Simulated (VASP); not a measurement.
Input of a VASP 6.6.1 run:

The input INCAR:

```
  PREC = Accurate
  ENCUT = 520
  EDIFF = 1E-6
  ISMEAR = -1
  SIGMA = 0.1
  LREAL = F
  LASPH = T
  NELM = 100
  ALGO = Normal
  ISIF = 2
  LWAVE = F
  LCHARG = F
  GGA = RP
  NBANDS = 12
```

File KPOINTS:

```
Automatic mesh
0
Gamma
  14 14 14
```

Contents of POSCAR:

```
Ga
1.0
    0.0000000000      2.1987335640      2.1987335640
    2.1987335640      0.0000000000      2.1987335640
    2.1987335640      2.1987335640      0.0000000000
Ga
1
Direct
    0.0000000000      0.0000000000      0.0000000000
```

Potentials or basis: VASP PAW PBE potentials, release 64 (Ga_d).

Launch:

```console
$ cat potpaw_PBE.64/Ga_d/POTCAR > POTCAR
$ mpirun -np 1 vasp_std > vasp.out
```

(1) Estimate the pressure.

Answers

(1) -2.8 GPa.

Caveat: the PAW data sets were made with another functional, which shifts forces and pressure a little.
